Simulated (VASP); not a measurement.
Ge, 4 atoms in the cell. The structure is hexagonal, space group P6_3/mmc (No. 194). The conventional cell has a = 3.998 Å, b = 3.998 Å, c = 6.665 Å, α = 90.00°, β = 90.00°, γ = 120.00°. Ge (site symmetry 3m) has 4 Ge at 2.46 to 2.49 Å within 3.2 Å. This isn't the form of Ge at room conditions, which is diamond. This cell differs from its parent crystal: zz strain of +1 %.

```yaml
Program: VASP 6.6.1
Task: single point
Functional: PBE
Potentials_or_basis: VASP PAW PBE potentials, release 64 (Ge_d)
Cutoff: 520 eV
k_mesh: 11 × 11 × 6
Occupations: fermi-dirac, width 0.05 eV
Spin: no spin polarisation
Dipole_correction: no
Further_INCAR_settings: ALGO = Normal; EDIFF = 1e-07; NBANDS = 36
```

Potentials or basis: VASP PAW PBE potentials, release 64 (Ge_d).

Command:

```bash
$ cat potpaw_PBE.64/Ge_d/POTCAR > POTCAR
$ mpirun -np 1 vasp_std > vasp.out
```

Hardware: 1 thread of Intel Xeon 8259CL (shared host).

Task: Estimate the wall time of this run.

Result: It took 5.4 min on 1 thread of Intel Xeon 8259CL, with other jobs on the host, peak memory 0.29 GiB. Counts: scf iterations 14, k points 64.
